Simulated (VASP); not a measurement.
BAs: single point with PBE-based screened hybrid with 30 % exact exchange

BAs:

```xyz
2
Lattice="2.9570 0.0000 0.0000 0.0000 2.9570 0.0000 0.0000 0.0000 2.9570" Properties=species:S:1:pos:R:3 pbc="T T T"
B     1.4785    1.4785    1.4785
As    0.0000    0.0000    0.0000
```

| Quantity | Value |
| --- | --- |
| Program | VASP 6.6.1 |
| Task | single point |
| Functional | PBE-based screened hybrid with 30 % exact exchange |
| Potentials or basis | VASP PAW PBE potentials, release 64 (B, As) |
| Cutoff | 520 eV |
| k mesh | 5 × 5 × 5 |
| Occupations | fermi-dirac, width 0.05 eV |
| Spin | no spin polarisation |

The pressure is -9.8 GPa and the band gap on the k mesh is zero (bands 4 and 5 overlap by 4.24 eV).

Levels at points of the mesh, in eV from the Fermi level:
| k point | band 2 | band 3 | band 4 | band 5 | band 6 | band 7 |
| --- | --- | --- | --- | --- | --- | --- |
| (0.00, 0.00, 0.00) | -1.22 | -1.22 | -1.22 | -0.62 | 6.01 | 6.01 |

Run time: 8.6 min on 1 thread of Intel Xeon 8259CL, on a shared host, peak memory 0.21 GiB.

Caveat: the k points lie up to 0.42 Å⁻¹ apart, too coarse for converged energies and pressures of a metal; the PAW data sets were made with another functional, which shifts forces and pressure a little.
